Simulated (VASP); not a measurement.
Input of a VASP 6.6.1 run:

Contents of INCAR:

```
SYSTEM = CsPbBr3
PREC = Accurate
ENCUT = 500
EDIFF = 1E-6
ISMEAR = 0
SIGMA = 0.02
LREAL = .FALSE.
LASPH = .TRUE.
NELM = 120
ALGO = Normal
ISIF = 2
LWAVE = .FALSE.
LCHARG = .TRUE.
GGA = PS
LELF = .TRUE.
LVHAR = .TRUE.
NBANDS = 30
GGA_COMPAT = .FALSE.
```

The input KPOINTS:

```
Automatic mesh
0
G
  6 6 6
  0 0 0
```

POSCAR

```
CsPbBr3
1.0
    5.8700319550      0.0000000000      0.0000000000
    0.0000000000      5.8700319550      0.0000000000
    0.0000000000      0.0000000000      5.8700319550
Cs Pb Br
1 1 3
Direct
    0.5000000000      0.5000000000      0.5000000000
    0.0000000000      0.0000000000      0.0000000000
    0.0000000000      0.0000000000      0.5000000000
    0.0000000000      0.5000000000      0.0000000000
    0.5000000000      0.0000000000      0.0000000000
```

Potentials or basis: VASP PAW PBE potentials, release 64 (Cs_sv, Pb_d, Br).

Launch:

```console
$ cat potpaw_PBE.64/Cs_sv/POTCAR potpaw_PBE.64/Pb_d/POTCAR potpaw_PBE.64/Br/POTCAR > POTCAR
$ mpirun -np 1 vasp_std > vasp.out
```

Predict the pressure.

0.0 GPa.

Estimate the band gap on the k mesh.

1.43 eV.

Caveat: the PAW data sets were made with another functional, which shifts forces and pressure a little; spin-orbit coupling is left out, which moves the levels of the heavy elements. A k mesh can miss the band edges.
